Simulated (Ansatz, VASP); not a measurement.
# One calculation of Si3B, two programs

```
Si B
1.0
     3.60746    0.00000    0.00000
     0.00000    3.60746    0.00000
     0.00000    0.00000    3.60746
Si B
3 1
Cartesian
  0.0000 1.8037 1.8037
  1.8037 0.0000 1.8037
  1.8037 1.8037 0.0000
  0.0000 0.0000 0.0000
```

Alike in both runs: functional r2SCAN; k mesh 6 × 6 × 6; occupations gaussian, width 0.1 eV; no spin polarisation.

Ansatz relaxed the structure, and its values are those at the end. VASP's run is a single point on that final structure, the one shown.

|  | VASP | Ansatz |
| --- | --- | --- |
| version | VASP 6.6.1 | Ansatz 0.2.0 |
| potentials or method | VASP PAW PBE potentials, release 64 (Si, B), cutoff 520 eV | scalar-relativistic, plane waves, PAW |
| valence electrons in the cell | 15 | 15 |

```csv
,VASP,Ansatz,Ansatz less VASP
gap on the k mesh at the Fermi level (eV),none,none,-
pressure (GPa),0.0,0.0,-0.06
```

VASP's potentials were made for PBE, not for r2SCAN. A gap of «none» marks a metal or a gap that the smearing closes.
